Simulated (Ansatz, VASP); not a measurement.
## Two plane-wave programs on Al2Pt

```
Al Pt
1.0
     4.19801    0.00000    0.00000
    -2.09900    3.63558    0.00000
     0.00000    0.00000    4.75258
Al Pt
2 1
Direct
  0.00000 0.00000 0.69631
  0.33333 0.66667 0.19629
  0.00000 0.00000 0.19628
```

Alike in both runs: functional PBE; k mesh 6 × 6 × 4; occupations gaussian, width 0.2 eV; no spin polarisation.

Ansatz relaxed the structure, and its values are those at the end. VASP's run is a single point on that final structure, the one shown.

```csv
,VASP,Ansatz
version,VASP 6.6.1,Ansatz 0.2.0
potentials or method,"VASP PAW PBE potentials, release 64 (Al, Pt), cutoff 500 eV","scalar-relativistic, plane waves, PAW"
valence electrons in the cell,16,24
```

|  | VASP | Ansatz | Ansatz less VASP |
| --- | --- | --- | --- |
| gap on the k mesh at the Fermi level (eV) | none | none | - |
| pressure (GPa) | 0.1 | 0.2 | +0.10 |

A gap of «none» marks a metal or a gap that the smearing closes. VASP's potentials hold 16 valence electrons a cell and Ansatz's 24, so a difference there can come from the potentials and not from the codes.

Neither program's run includes spin-orbit coupling.
